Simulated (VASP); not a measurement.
# BaTiO3 (P4mm) in VASP: single point with PBE

Aim: the single point of BaTiO3 with PBE.

Program: VASP 6.6.1. These are calculated values, not measurements. Logs are shortened: lines on timing, memory, paths and dates and some standing lists are left out, and cuts for length are marked.

**1. The cell of the first run**

It takes space group P4mm (No. 99, tetragonal). The conventional cell has a = 4.080 Å, b = 4.080 Å, c = 4.018 Å, α = 90.00°, β = 90.00°, γ = 90.00°. Within 3.7 Å of Ba (site symmetry 4mm) lie 12 O at 2.82 to 2.91 Å and 8 Ti at 3.47 to 3.56 Å. Within 2.5 Å of Ti (site symmetry 4mm) lie 6 O at 1.87 to 2.15 Å. Within 2.5 Å of O (site symmetry 4mm) lie 2 Ti at 1.87 to 2.15 Å. O (site symmetry 2mm) has 2 Ti at 2.04 Å within 2.7 Å.

**2. Single point, PBE (equal xx and yy strain of +2 %)**

INCAR reads:

```
SYSTEM = BaTiO3
PREC = Accurate ; ENCUT = 520
EDIFF = 1E-6 ; ISMEAR = -1
SIGMA = 0.08 ; LREAL = .FALSE.
LASPH = .TRUE. ; NELM = 100
ALGO = Normal ; ISIF = 2
LWAVE = .FALSE. ; LCHARG = .FALSE.
GGA = PE ; NBANDS = 28
```

KPOINTS reads:

```
regular mesh
0
G
  7 7 7
  0 0 0
```

POSCAR reads:

```
BaTiO3
1.0
    4.0797960000      0.0000000000      0.0000000000
    0.0000000000      4.0797960000      0.0000000000
    0.0000000000      0.0000000000      4.0180000000
Ba Ti O
1 1 3
Direct
    0.0000000000      0.0000000000      0.0000000000
    0.5000000000      0.5000000000      0.4820000000
    0.5000000000      0.5000000000      0.0160000000
    0.5000000000      0.0000000000      0.5150000000
    0.0000000000      0.5000000000      0.5150000000
```

Potentials or basis: VASP PAW PBE potentials, release 64 (Ba_sv, Ti_sv, O).

Started as:

```bash
cat potpaw_PBE.64/Ba_sv/POTCAR potpaw_PBE.64/Ti_sv/POTCAR potpaw_PBE.64/O/POTCAR > POTCAR
mpirun -np 1 vasp_std > vasp.out
```

OUTCAR:

```text
SYSTEM = BaTiO3
   PREC = Accurate
   ENCUT = 520
   EDIFF = 1E-6
   ISMEAR = -1
   LREAL = .FALSE.
   LASPH = .TRUE.
   NELM = 100
   ISIF = 2
   GGA = PE

 ion  position               nearest neighbor table
   1  0.000  0.000  0.000-   4 2.82   5 2.82   5 2.82   4 2.82   3 2.89   3 2.89   3 2.89   3 2.89
                             4 2.91   5 2.91   5 2.91   4 2.91   2 3.47   2 3.47   2 3.47   2 3.47
   2  0.500  0.500  0.482-   3 1.87   4 2.04   5 2.04   4 2.04   5 2.04   3 2.15   1 3.47   1 3.47
                             1 3.47   1 3.47   1 3.56   1 3.56   1 3.56   1 3.56
   3  0.500  0.500  0.016-   2 1.87   2 2.15   1 2.89   1 2.89   1 2.89   1 2.89
   4  0.500  0.000  0.515-   2 2.04   2 2.04   1 2.82   1 2.82   1 2.91   1 2.91
   5  0.000  0.500  0.515-   2 2.04   2 2.04   1 2.82   1 2.82   1 2.91   1 2.91

  LATTYP: Found a simple tetragonal cell.
 ALAT       =     4.0797960000
 C/A-ratio  =     0.9848531642

  Lattice vectors:

 A1 = (   4.0797960000,   0.0000000000,   0.0000000000)
 A2 = (   0.0000000000,   4.0797960000,   0.0000000000)
 A3 = (   0.0000000000,   0.0000000000,   4.0180000000)

Analysis of symmetry for initial positions (statically):
=====================================================================
 Subroutine PRICEL returns:
 Original cell was already a primitive cell.

 Routine SETGRP: Setting up the symmetry group for a
 simple tetragonal supercell.

 Subroutine GETGRP returns: Found  8 space group operations
 (whereof  8 operations were pure point group operations)
 out of a pool of 16 trial point group operations.

The static configuration has the point symmetry C_4v.

Analysis of symmetry for dynamics (positions and initial velocities):
=====================================================================
 Subroutine PRICEL returns:
 Original cell was already a primitive cell.

 Routine SETGRP: Setting up the symmetry group for a
 simple tetragonal supercell.

 Subroutine GETGRP returns: Found  8 space group operations
 (whereof  8 operations were pure point group operations)
 out of a pool of 16 trial point group operations.

The dynamic configuration has the point symmetry C_4v.

 Subroutine INISYM returns: Found  8 space group operations
 (whereof  8 operations are pure point group operations),
 and found     1 'primitive' translations

----------------------------------------------------------------------------------------

                                     Primitive cell

  volume of cell :      66.8785

  direct lattice vectors                    reciprocal lattice vectors
     4.079796000  0.000000000  0.000000000     0.245110295  0.000000000  0.000000000
     0.000000000  4.079796000  0.000000000     0.000000000  0.245110295  0.000000000
     0.000000000  0.000000000  4.018000000     0.000000000  0.000000000  0.248880040

  length of vectors
     4.079796000  4.079796000  4.018000000     0.245110295  0.245110295  0.248880040

  position of ions in fractional coordinates (direct lattice)
     0.000000000  0.000000000  0.000000000
     0.500000000  0.500000000  0.482000000
     0.500000000  0.500000000  0.016000000
     0.500000000  0.000000000  0.515000000
     0.000000000  0.500000000  0.515000000

  ion indices of the primitive-cell ions
   primitive index   ion index
                 1           1
                 2           2
                 3           3
                 4           4
                 5           5

----------------------------------------------------------------------------------------

 KPOINTS: regular mesh

Automatic generation of k-mesh.
 Grid dimensions read from file:
 generate k-points for:    7    7    7

 Generating k-lattice:

  Cartesian coordinates                     Fractional coordinates (reciprocal lattice)
     0.035015756  0.000000000  0.000000000     0.142857143  0.000000000  0.000000000
     0.000000000  0.035015756  0.000000000     0.000000000  0.142857143  0.000000000
     0.000000000  0.000000000  0.035554291     0.000000000  0.000000000  0.142857143

  Length of vectors
     0.035015756  0.035015756  0.035554291

  Shift w.r.t. Gamma in fractional coordinates (k-lattice)
     0.000000000  0.000000000  0.000000000

 Subroutine IBZKPT returns following result:
 ===========================================

 Found     40 irreducible k-points:

 Following reciprocal coordinates:
            Coordinates               Weight
  0.000000  0.000000  0.000000      1.000000
  0.142857  0.000000  0.000000      4.000000
  0.285714  0.000000  0.000000      4.000000
  0.428571  0.000000  0.000000      4.000000
  0.142857  0.142857  0.000000      4.000000
  0.285714  0.142857  0.000000      8.000000
[... 16 lines left out ...]
  0.285714  0.000000  0.285714      8.000000
  0.428571  0.000000  0.285714      8.000000
 [... further k-points ...]
   k-points           NKPTS =     40   k-points in BZ     NKDIM =     40   number of bands    NBANDS=     28
   number of dos      NEDOS =    301   number of ions     NIONS =      5
   total plane-waves  NPLWV =  27000
   dimension x,y,z NGX =    30 NGY =   30 NGZ =   30
   dimension x,y,z NGXF=    60 NGYF=   60 NGZF=   60
   ions per type =               1   1   3
   NGX,Y,Z   is equivalent  to a cutoff of  12.22, 12.22, 12.41 a.u.
   NGXF,Y,Z  is equivalent  to a cutoff of  24.45, 24.45, 24.83 a.u.
 SYSTEM =  BaTiO3
   PREC   = accura    normal or accurate (medium, high low for compatibility)
   ISTART =      0    job   : 0-new  1-cont  2-samecut
   ICHARG =      2    charge: 1-file 2-atom 10-const
   ISPIN  =      1    spin polarized calculation?
   LNONCOLLINEAR =      F non collinear calculations
   LSORBIT =      F    spin-orbit coupling
   LASPH  =      T    aspherical Exc in radial PAW
   ENCUT  =  520.0 eV  38.22 Ry    6.18 a.u.   7.59  7.59  7.47*2*pi/ulx,y,z
   NELM   =    100;   NELMIN=  2; NELMDL= -5     # of ELM steps
   EDIFF  = 0.1E-05   stopping-criterion for ELM
   LREAL  =      F    real-space projection
   EDIFFG = 0.1E-04   stopping-criterion for IOM
   NSW    =      0    number of steps for IOM
   IBRION =     -1    ionic relax: 0-MD 1-quasi-New 2-CG
   NFREE  =      0    steps in history (QN), initial steepest desc. (CG)
   ISIF   =      2    stress and relaxation
   ISYM   =      2    0-nonsym 1-usesym 2-fastsym
   POTIM  = 0.5000    time-step for ionic-motion
   TEBEG  =    0.0;   TEEND  =   0.0 temperature during run
   PSTRESS=    0.0 pullay stress
   NELECT =      40.0000    total number of electrons
   NUPDOWN=      -1.0000    fix difference up-down
   EMIN   =  10.00;   EMAX   =-10.00  energy-range for DOS
   EFERMI =   0.00;   METHOD = LEGACY
   ISMEAR =    -1;   SIGMA  =   0.08  broadening in eV -4-tet -1-fermi 0-gaus
   EFERMI_NEDOS =   21; number of points for ismear=-14 and -15
   IALGO  =     38    algorithm
   IMIX   =      4    mixing-type and parameters
     AMIX     =   0.40;   BMIX     =  1.00
     AMIX_MAG =   1.60;   BMIX_MAG =  1.00
  volume/ion in A,a.u.               =      13.38        90.26
  Fermi-wavevector in a.u.,A,eV,Ry     =   1.379323  2.606542 25.885507  1.902531
  Thomas-Fermi vector in A             =   2.504303
   LORBIT       =      0    0 simple, 1 ext, 2 COOP (PROOUT), +10 PAW based schemes
   GGA     = PE    functional components
   LHFCALC =     F    Hartree Fock is set to
   AEXX    =    0.0000 exact exchange contribution
   IVDW    =     0    specifies the selected vdW correction
   LEPSILON=     F    determine dielectric tensor
   LRPA    =     F    only Hartree local field effects (RPA)
 non-spin polarized calculation
  energy-cutoff  :      520.00
  volume of cell :       66.88
 maximum number of plane-waves:      1823
   NGX = 15   NGY = 15   NGZ = 15

 number of electron      39.9999985 magnetization

 Free energy of the ion-electron system (eV)
  ---------------------------------------------------
  ext. energy  EPLUGINS =         0.00000000
  ---------------------------------------------------
  free energy    TOTEN  =       -39.98523618 eV

  energy without entropy =      -39.98523406  energy(sigma->0) =      -39.98523512

 E-fermi :   4.4379     XC(G=0): -11.0333

 val. band max:        3.4536775457   @ k =   0.4286   0.4286   0.4286
 cond. band min:       5.2362735952   @ k =   0.0000   0.0000   0.0000
 fundamental gap:      1.7825960494
 Fermi energy:         4.4379175611

 k-point     1 :       0.0000    0.0000    0.0000
  band No.  band energies     occupation
      1     -53.1871      2.00000
      2     -29.4238      2.00000
      3     -29.3777      2.00000
      4     -29.3777      2.00000
      5     -21.4150      2.00000
      6     -13.3128      2.00000
[... 20 lines left out ...]
     27       8.5741      0.00000
     28      10.4241      0.00000

 k-point     2 :       0.1429    0.0000    0.0000
  band No.  band energies     occupation
      1     -53.1870      2.00000
      2     -29.4235      2.00000
      3     -29.3852      2.00000
      4     -29.3774      2.00000
      5     -21.3980      2.00000
      6     -13.3313      2.00000
[... 20 lines left out ...]
     27       8.9349      0.00000
     28      10.8858      0.00000

 k-point     3 :       0.2857    0.0000    0.0000
  band No.  band energies     occupation
      1     -53.1867      2.00000
      2     -29.4229      2.00000
      3     -29.4018      2.00000
      4     -29.3768      2.00000
      5     -21.3595      2.00000
      6     -13.4073      2.00000
[... 20 lines left out ...]
     27       9.8270      0.00000
     28      11.6893      0.00000

 k-point     4 :       0.4286    0.0000    0.0000
  band No.  band energies     occupation
      1     -53.1864      2.00000
      2     -29.4224      2.00000
      3     -29.4151      2.00000
      4     -29.3763      2.00000
      5     -21.3281      2.00000
      6     -13.4903      2.00000
[... 578 lines left out ...]
     27      10.1849      0.00000
     28      11.8190      0.00000

 k-point    23 :       0.2857    0.0000    0.2857
  band No.  band energies     occupation
      1     -53.1861      2.00000
      2     -29.4525      2.00000
      3     -29.4003      2.00000
      4     -29.3757      2.00000
      5     -21.3097      2.00000
      6     -13.1610      2.00000
[... 20 lines left out ...]
     27      11.1320      0.00000
     28      11.8342      0.00000

 k-point    24 :       0.4286    0.0000    0.2857
  band No.  band energies     occupation
      1     -53.1859      2.00000
      2     -29.4518      2.00000
      3     -29.4134      2.00000
      4     -29.3752      2.00000
      5     -21.2850      2.00000
      6     -13.1555      2.00000
[... 20 lines left out ...]
     27      11.7183      0.00000
     28      12.1274      0.00000

 [... further k-points ...]

------------------------ aborting loop because EDIFF is reached ----------------------------------------

  FORCE on cell =-STRESS in cart. coord.  units (eV):
  Direction    XX          YY          ZZ          XY          YZ          ZX
  --------------------------------------------------------------------------------------
  -------------------------------------------------------------------------------------
  Total       -1.4560150     -1.4560150      0.5188288      0.0000000     -0.0000000      0.0000000
  in kB      -34.8810551    -34.8810551     12.4293324      0.0000000     -0.0000000      0.0000000
  external PRESSURE =     -19.1109259 kB  Pullay stress =       0.0000000 kB

 VOLUME and BASIS-vectors are now :
 -----------------------------------------------------------------------------
  energy-cutoff  :      520.00
  volume of cell :       66.88
      direct lattice vectors                 reciprocal lattice vectors
     4.079796000  0.000000000  0.000000000     0.245110295  0.000000000  0.000000000
     0.000000000  4.079796000  0.000000000     0.000000000  0.245110295  0.000000000
     0.000000000  0.000000000  4.018000000     0.000000000  0.000000000  0.248880040

 POSITION                                       TOTAL-FORCE (eV/Angst)
 -----------------------------------------------------------------------------------
      0.00000      0.00000      0.00000         0.000000     -0.000000     -0.074195
      2.03990      2.03990      1.93668         0.000000     -0.000000      0.029441
      2.03990      2.03990      0.06429         0.000000      0.000000      0.395847
      2.03990      0.00000      2.06927        -0.000000     -0.000000     -0.175547
      0.00000      2.03990      2.06927         0.000000     -0.000000     -0.175547
 -----------------------------------------------------------------------------------
    total drift:                                0.000000      0.000000     -0.000210

  FREE ENERGIE OF THE ION-ELECTRON SYSTEM (eV)
  ---------------------------------------------------
  free  energy   TOTEN  =       -39.9852361766 eV

  energy  without entropy=      -39.9852340603  energy(sigma->0) =      -39.98523512
```

Run time: 88 s. Hardware: 1 thread of AMD EPYC 7R43 (Zen 3), shared host; peak memory 0.18 GiB.

Results:

```
Free energy            : -39.9852 eV
Pressure               : -1.9 GPa
Largest force          : 0.396 eV/Å
Band gap on the k mesh : 1.78 eV, indirect (least direct gap 2.02 eV)
```

Forces on the atoms (eV/Å):
```
Ba   0.000  0.000 -0.074
Ti   0.000  0.000  0.029
O    0.000  0.000  0.396
O    0.000  0.000 -0.176
O    0.000  0.000 -0.176
```

Stress tensor (GPa, compression positive):
```
-3.49  0.00  0.00
 0.00 -3.49  0.00
 0.00  0.00  1.24
```

Caveat: the cell differs from its parent crystal (equal xx and yy strain of +2 %); spin-orbit coupling is left out, which moves the levels of the heavy elements. A k mesh can miss the band edges.
